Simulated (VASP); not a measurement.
# SiC (F-43m) in VASP: a series of runs

SiC is run at these levels: PBE, r2SCAN, HSE06; tasks: single point.

Everything below comes from runs of VASP 6.6.1. Logs are shortened: lines on timing, memory, paths and dates and some standing lists are left out, and cuts for length are marked.

### Step 1. The cell of the first run

The structure is cubic, space group F-43m (No. 216). Conventional cell: a = 4.356 Å, b = 4.356 Å, c = 4.356 Å, α = 90.00°, β = 90.00°, γ = 90.00°. Within 2.5 Å of Si (site symmetry -43m) lie 4 C at 1.89 Å. Within 2.5 Å of C (site symmetry -43m) lie 4 Si at 1.89 Å.

### Step 2. Single point, PBE

INCAR reads:

```
SYSTEM = SiC
PREC = Accurate ; ENCUT = 520
EDIFF = 1E-6 ; ISMEAR = 0
SIGMA = 0.01 ; LREAL = .FALSE.
LASPH = .TRUE. ; NELM = 100
ALGO = Normal ; ISIF = 2
LWAVE = .FALSE. ; LCHARG = .FALSE.
GGA = PE ; NBANDS = 11
```

KPOINTS reads:

```
regular mesh
0
G
  8 8 8
  0 0 0
```

POSCAR reads:

```
SiC
1.0
    0.0000000000      2.1780523476      2.1780523476
    2.1780523476      0.0000000000      2.1780523476
    2.1780523476      2.1780523476      0.0000000000
Si C
1 1
Direct
    0.0000000000      0.0000000000      0.0000000000
    0.2500000000      0.2500000000      0.2500000000
```

Potentials or basis: VASP PAW PBE potentials, release 64 (Si, C).

On the command line:

```console
$ cat potpaw_PBE.64/Si/POTCAR potpaw_PBE.64/C/POTCAR > POTCAR
$ mpirun -np 1 vasp_std > vasp.out
```

OUTCAR:

```text
SYSTEM = SiC
   PREC = Accurate
   ENCUT = 520
   EDIFF = 1E-6
   ISMEAR = 0
   LREAL = .FALSE.
   LASPH = .TRUE.
   NELM = 100
   ISIF = 2
   GGA = PE

 ion  position               nearest neighbor table
   1  0.000  0.000  0.000-   2 1.89   2 1.89   2 1.89   2 1.89
   2  0.250  0.250  0.250-   1 1.89   1 1.89   1 1.89   1 1.89

  LATTYP: Found a face centered cubic cell.
 ALAT       =     4.3561046952

  Lattice vectors:

 A1 = (   0.0000000000,   2.1780523476,   2.1780523476)
 A2 = (   2.1780523476,   0.0000000000,   2.1780523476)
 A3 = (   2.1780523476,   2.1780523476,   0.0000000000)

Analysis of symmetry for initial positions (statically):
=====================================================================
 Subroutine PRICEL returns:
 Original cell was already a primitive cell.

 Routine SETGRP: Setting up the symmetry group for a
 face centered cubic supercell.

 Subroutine GETGRP returns: Found 24 space group operations
 (whereof 24 operations were pure point group operations)
 out of a pool of 48 trial point group operations.

The static configuration has the point symmetry T_d .

Analysis of symmetry for dynamics (positions and initial velocities):
=====================================================================
 Subroutine PRICEL returns:
 Original cell was already a primitive cell.

 Routine SETGRP: Setting up the symmetry group for a
 face centered cubic supercell.

 Subroutine GETGRP returns: Found 24 space group operations
 (whereof 24 operations were pure point group operations)
 out of a pool of 48 trial point group operations.

The dynamic configuration has the point symmetry T_d .

 Subroutine INISYM returns: Found 24 space group operations
 (whereof 24 operations are pure point group operations),
 and found     1 'primitive' translations

----------------------------------------------------------------------------------------

                                     Primitive cell

  volume of cell :      20.6650

  direct lattice vectors                    reciprocal lattice vectors
     0.000000000  2.178052348  2.178052348    -0.229562894  0.229562894  0.229562894
     2.178052348  0.000000000  2.178052348     0.229562894 -0.229562894  0.229562894
     2.178052348  2.178052348  0.000000000     0.229562894  0.229562894 -0.229562894

  length of vectors
     3.080231170  3.080231170  3.080231170     0.397614596  0.397614596  0.397614596

  position of ions in fractional coordinates (direct lattice)
     0.000000000  0.000000000  0.000000000
     0.250000000  0.250000000  0.250000000

  ion indices of the primitive-cell ions
   primitive index   ion index
                 1           1
                 2           2

----------------------------------------------------------------------------------------

 KPOINTS: regular mesh

Automatic generation of k-mesh.
 Grid dimensions read from file:
 generate k-points for:    8    8    8

 Generating k-lattice:

  Cartesian coordinates                     Fractional coordinates (reciprocal lattice)
    -0.028695362  0.028695362  0.028695362     0.125000000  0.000000000  0.000000000
     0.028695362 -0.028695362  0.028695362     0.000000000  0.125000000  0.000000000
     0.028695362  0.028695362 -0.028695362     0.000000000  0.000000000  0.125000000

  Length of vectors
     0.049701824  0.049701824  0.049701824

  Shift w.r.t. Gamma in fractional coordinates (k-lattice)
     0.000000000  0.000000000  0.000000000

 Subroutine IBZKPT returns following result:
 ===========================================

 Found     29 irreducible k-points:

 Following reciprocal coordinates:
            Coordinates               Weight
  0.000000  0.000000  0.000000      1.000000
  0.125000  0.000000  0.000000      8.000000
  0.250000  0.000000  0.000000      8.000000
  0.375000  0.000000  0.000000      8.000000
  0.500000  0.000000  0.000000      4.000000
  0.125000  0.125000  0.000000      6.000000
[... 16 lines left out ...]
  0.500000  0.250000  0.125000     48.000000
 -0.375000  0.250000  0.125000     24.000000
 [... further k-points ...]
   k-points           NKPTS =     29   k-points in BZ     NKDIM =     29   number of bands    NBANDS=     11
   number of dos      NEDOS =    301   number of ions     NIONS =      2
   total plane-waves  NPLWV =  13824
   dimension x,y,z NGX =    24 NGY =   24 NGZ =   24
   dimension x,y,z NGXF=    48 NGYF=   48 NGZF=   48
   ions per type =               1   1
   NGX,Y,Z   is equivalent  to a cutoff of  12.95, 12.95, 12.95 a.u.
   NGXF,Y,Z  is equivalent  to a cutoff of  25.91, 25.91, 25.91 a.u.
 SYSTEM =  SiC
   PREC   = accura    normal or accurate (medium, high low for compatibility)
   ISTART =      0    job   : 0-new  1-cont  2-samecut
   ICHARG =      2    charge: 1-file 2-atom 10-const
   ISPIN  =      1    spin polarized calculation?
   LNONCOLLINEAR =      F non collinear calculations
   LSORBIT =      F    spin-orbit coupling
   LASPH  =      T    aspherical Exc in radial PAW
   ENCUT  =  520.0 eV  38.22 Ry    6.18 a.u.   5.73  5.73  5.73*2*pi/ulx,y,z
   NELM   =    100;   NELMIN=  2; NELMDL= -5     # of ELM steps
   EDIFF  = 0.1E-05   stopping-criterion for ELM
   LREAL  =      F    real-space projection
   EDIFFG = 0.1E-04   stopping-criterion for IOM
   NSW    =      0    number of steps for IOM
   IBRION =     -1    ionic relax: 0-MD 1-quasi-New 2-CG
   NFREE  =      0    steps in history (QN), initial steepest desc. (CG)
   ISIF   =      2    stress and relaxation
   ISYM   =      2    0-nonsym 1-usesym 2-fastsym
   POTIM  = 0.5000    time-step for ionic-motion
   TEBEG  =    0.0;   TEEND  =   0.0 temperature during run
   PSTRESS=    0.0 pullay stress
   NELECT =       8.0000    total number of electrons
   NUPDOWN=      -1.0000    fix difference up-down
   EMIN   =  10.00;   EMAX   =-10.00  energy-range for DOS
   EFERMI =   0.00;   METHOD = LEGACY
   ISMEAR =     0;   SIGMA  =   0.01  broadening in eV -4-tet -1-fermi 0-gaus
   EFERMI_NEDOS =   21; number of points for ismear=-14 and -15
   IALGO  =     38    algorithm
   IMIX   =      4    mixing-type and parameters
     AMIX     =   0.40;   BMIX     =  1.00
     AMIX_MAG =   1.60;   BMIX_MAG =  1.00
  volume/ion in A,a.u.               =      10.33        69.73
  Fermi-wavevector in a.u.,A,eV,Ry     =   1.193145  2.254717 19.369182  1.423595
  Thomas-Fermi vector in A             =   2.329166
   LORBIT       =      0    0 simple, 1 ext, 2 COOP (PROOUT), +10 PAW based schemes
   GGA     = PE    functional components
   LHFCALC =     F    Hartree Fock is set to
   AEXX    =    0.0000 exact exchange contribution
   IVDW    =     0    specifies the selected vdW correction
   LEPSILON=     F    determine dielectric tensor
   LRPA    =     F    only Hartree local field effects (RPA)
 non-spin polarized calculation
 Gauss-broadening in eV      SIGMA  =   0.01
  energy-cutoff  :      520.00
  volume of cell :       20.66
 maximum number of plane-waves:       568
   NGX = 11   NGY = 11   NGZ = 11

 number of electron       8.0000001 magnetization

 Free energy of the ion-electron system (eV)
  ---------------------------------------------------
  ext. energy  EPLUGINS =         0.00000000
  ---------------------------------------------------
  free energy    TOTEN  =       -15.05609081 eV

  energy without entropy =      -15.05609081  energy(sigma->0) =      -15.05609081

 E-fermi :   8.1708     XC(G=0): -11.3617

 val. band max:        8.1226118347   @ k =   0.0000   0.0000   0.0000
 cond. band min:       9.4774504254   @ k =   0.5000   0.5000   0.0000
 fundamental gap:      1.3548385907
 Fermi energy:         8.1707830543

 k-point     1 :       0.0000    0.0000    0.0000
  band No.  band energies     occupation
      1      -7.2914      2.00000
      2       8.1226      2.00000
      3       8.1226      2.00000
      4       8.1226      2.00000
      5      14.3716      0.00000
      6      15.4382      0.00000
      7      15.4382      0.00000
      8      15.4382      0.00000
      9      22.6359      0.00000
     10      22.6359      0.00000
     11      24.6226      0.00000

 k-point     2 :       0.1250    0.0000    0.0000
  band No.  band energies     occupation
      1      -6.9864      2.00000
      2       6.6386      2.00000
      3       7.9217      2.00000
      4       7.9217      2.00000
      5      14.6075      0.00000
      6      15.7900      0.00000
      7      15.7900      0.00000
      8      15.9673      0.00000
      9      21.4157      0.00000
     10      21.4157      0.00000
     11      24.1920      0.00000

 k-point     3 :       0.2500    0.0000    0.0000
  band No.  band energies     occupation
      1      -6.0946      2.00000
      2       3.8288      2.00000
      3       7.5167      2.00000
      4       7.5167      2.00000
      5      14.1234      0.00000
      6      16.0386      0.00000
      7      16.0386      0.00000
      8      17.4868      0.00000
      9      21.2470      0.00000
     10      21.2470      0.00000
     11      23.2747      0.00000

 k-point     4 :       0.3750    0.0000    0.0000
  band No.  band energies     occupation
      1      -4.7385      2.00000
      2       1.0882      2.00000
      3       7.1895      2.00000
      4       7.1895      2.00000
      5      13.7101      0.00000
      6      15.6087      0.00000
      7      15.6087      0.00000
      8      18.1528      0.00000
      9      23.2414      0.00000
     10      23.2414      0.00000
     11      23.6725      0.00000

 k-point     5 :       0.5000    0.0000    0.0000
  band No.  band energies     occupation
      1      -3.7201      2.00000
      2      -0.4194      2.00000
      3       7.0705      2.00000
      4       7.0705      2.00000
      5      13.5680      0.00000
      6      15.3542      0.00000
      7      15.3542      0.00000
      8      18.1838      0.00000
      9      24.3367      0.00000
     10      25.3689      0.00000
     11      25.3689      0.00000
[... 211 lines left out ...]
 k-point    21 :       0.5000    0.5000    0.0000
  band No.  band energies     occupation
      1      -2.2675      2.00000
      2       0.3233      2.00000
      3       4.9349      2.00000
      4       4.9349      2.00000
      5       9.4775      0.00000
      6      12.4484      0.00000
      7      22.1725      0.00000
      8      22.1725      0.00000
      9      22.9272      0.00000
     10      28.2515      0.00000
     11      30.3120      0.00000

 k-point    22 :       0.3750    0.2500    0.1250
  band No.  band energies     occupation
      1      -5.3194      2.00000
      2       3.6371      2.00000
      3       5.2633      2.00000
      4       6.8489      2.00000
      5      13.4928      0.00000
      6      15.7596      0.00000
      7      16.6007      0.00000
      8      18.2032      0.00000
      9      20.3745      0.00000
     10      24.1342      0.00000
     11      27.5589      0.00000

 k-point    23 :       0.5000    0.2500    0.1250
  band No.  band energies     occupation
      1      -4.0169      2.00000
      2       1.6068      2.00000
      3       4.5244      2.00000
      4       6.1997      2.00000
      5      13.4306      0.00000
      6      15.7251      0.00000
      7      17.3321      0.00000
      8      18.5838      0.00000
      9      21.5199      0.00000
     10      24.6324      0.00000
     11      27.4718      0.00000

 k-point    24 :      -0.3750    0.2500    0.1250
  band No.  band energies     occupation
      1      -3.0709      2.00000
      2       0.2902      2.00000
      3       4.4129      2.00000
      4       5.8630      2.00000
      5      13.3730      0.00000
      6      15.4072      0.00000
      7      18.2823      0.00000
      8      19.1344      0.00000
      9      21.5583      0.00000
     10      24.3569      0.00000
     11      27.4653      0.00000

 [... further k-points ...]

------------------------ aborting loop because EDIFF is reached ----------------------------------------

  FORCE on cell =-STRESS in cart. coord.  units (eV):
  Direction    XX          YY          ZZ          XY          YZ          ZX
  --------------------------------------------------------------------------------------
  -------------------------------------------------------------------------------------
  Total        0.4531692      0.4531692      0.4531692      0.0000000      0.0000000      0.0000000
  in kB       35.1346795     35.1346795     35.1346795      0.0000000      0.0000000      0.0000000
  external PRESSURE =      35.1346795 kB  Pullay stress =       0.0000000 kB

 VOLUME and BASIS-vectors are now :
 -----------------------------------------------------------------------------
  energy-cutoff  :      520.00
  volume of cell :       20.66
      direct lattice vectors                 reciprocal lattice vectors
     0.000000000  2.178052348  2.178052348    -0.229562894  0.229562894  0.229562894
     2.178052348  0.000000000  2.178052348     0.229562894 -0.229562894  0.229562894
     2.178052348  2.178052348  0.000000000     0.229562894  0.229562894 -0.229562894

 POSITION                                       TOTAL-FORCE (eV/Angst)
 -----------------------------------------------------------------------------------
      0.00000      0.00000      0.00000        -0.000000     -0.000000     -0.000000
      1.08903      1.08903      1.08903         0.000000      0.000000      0.000000
 -----------------------------------------------------------------------------------
    total drift:                                0.000000      0.000000      0.000000

  FREE ENERGIE OF THE ION-ELECTRON SYSTEM (eV)
  ---------------------------------------------------
  free  energy   TOTEN  =       -15.0560908083 eV

  energy  without entropy=      -15.0560908083  energy(sigma->0) =      -15.05609081
```

It took 9.8 s on 1 thread of Intel Xeon 8259CL, shared host; peak memory 0.13 GiB.

Results:

```
Free energy            : -15.0561 eV
Pressure               : 3.5 GPa
Band gap on the k mesh : 1.35 eV (least direct gap 4.54 eV)
```

Levels at points of the mesh, in eV from the valence-band top:
| k point | band 2 | band 3 | band 4 | band 5 | band 6 | band 7 |
| --- | --- | --- | --- | --- | --- | --- |
| (0.00, 0.00, 0.00) | 0.00 | 0.00 | 0.00 | 6.25 | 7.32 | 7.32 |
| (0.50, 0.00, 0.00) | -8.54 | -1.05 | -1.05 | 5.45 | 7.23 | 7.23 |
| (0.50, 0.50, 0.00) | -7.80 | -3.19 | -3.19 | 1.35 | 4.33 | 14.05 |

Caveat: the cell stands under pressure. A k mesh can miss the band edges.

### Step 3. Single point, PBE

INCAR reads:

```
ALGO = Normal ; EDIFF = 1E-6
ENCUT = 520 ; GGA = PE
ISIF = 2 ; ISMEAR = 0
LASPH = T ; LCHARG = T
LELF = T ; LREAL = F
LVHAR = T ; LWAVE = F
NBANDS = 11 ; NELM = 100
PREC = Accurate ; SIGMA = 0.01
```

KPOINTS reads:

```
k-points
0
Gamma
  8 8 8
```

POSCAR is that of step 2.

Potentials or basis: VASP PAW PBE potentials, release 64 (Si, C).

On the command line:

```console
$ cat potpaw_PBE.64/Si/POTCAR potpaw_PBE.64/C/POTCAR > POTCAR
$ mpirun -np 1 vasp_std > vasp.out
```

Wall time 11 s (1 thread of Intel Xeon 8259CL, shared host); peak memory 0.13 GiB.

The run converged. Its results:

| Quantity | Value |
| --- | --- |
| Free energy | -15.0561 eV |
| Pressure | 3.5 GPa |
| Band gap on the k mesh | 1.35 eV (least direct gap 4.54 eV) |

Levels at points of the mesh, in eV from the valence-band top:
| k point | band 2 | band 3 | band 4 | band 5 | band 6 | band 7 |
| --- | --- | --- | --- | --- | --- | --- |
| (0.00, 0.00, 0.00) | 0.00 | 0.00 | 0.00 | 6.25 | 7.32 | 7.32 |
| (0.50, 0.00, 0.00) | -8.54 | -1.05 | -1.05 | 5.45 | 7.23 | 7.23 |
| (0.50, 0.50, 0.00) | -7.80 | -3.19 | -3.19 | 1.35 | 4.33 | 14.05 |

Caveat: the cell stands under pressure.

### Step 4. Single point, r2SCAN

POSCAR is that of step 3.

INCAR.step1 reads:

```
PREC = Accurate
ENCUT = 520
ISMEAR = 0
SIGMA = 0.01
LREAL = F
LASPH = T
NELM = 80
NBANDS = 11
GGA = PE
ALGO = Normal
EDIFF = 1E-4
LWAVE = T
LCHARG = F
```

INCAR.step2 reads:

```
PREC = Accurate
ENCUT = 520
EDIFF = 1E-6
ISMEAR = 0
SIGMA = 0.01
LREAL = F
LASPH = T
NELM = 80
ALGO = Normal
ISIF = 2
LWAVE = F
LCHARG = F
METAGGA = R2SCAN
LMIXTAU = T
NBANDS = 11
ISTART = 1
```

KPOINTS reads:

```
regular mesh
0
Gamma
  8 8 8
```

On the command line:

```console
$ cat potpaw_PBE.64/Si/POTCAR potpaw_PBE.64/C/POTCAR > POTCAR
$ cp INCAR.step1 INCAR
$ mpirun -np 1 vasp_std > vasp.out
$ cp INCAR.step2 INCAR
$ mpirun -np 1 vasp_std > vasp.out
```

Run time: 35 s. Hardware: 1 thread of Intel Xeon 8259CL, shared host; peak memory 0.13 GiB.

It converged, with:

```yaml
Free_energy: -19.3261 eV
Pressure: -0.1 GPa
Band_gap_on_the_k_mesh: 1.72 eV (least direct gap 5.06 eV)
```

Levels at points of the mesh, in eV from the valence-band top:
| k point | band 1 | band 2 | band 3 | band 4 | band 5 | band 6 | band 7 | band 8 |
| --- | --- | --- | --- | --- | --- | --- | --- | --- |
| (0.00, 0.00, 0.00) | -16.19 | 0.00 | 0.00 | 0.00 | 6.85 | 7.86 | 7.86 | 7.86 |
| (0.50, 0.00, 0.00) | -12.56 | -8.83 | -1.11 | -1.11 | 6.00 | 7.76 | 7.76 | 10.96 |
| (0.50, 0.50, 0.00) | -11.10 | -8.05 | -3.34 | -3.34 | 1.72 | 4.83 | 15.15 | 15.15 |

Caveat: the PAW data sets were made with another functional, which shifts forces and pressure a little.

(Part 1 of 2 ends here.)
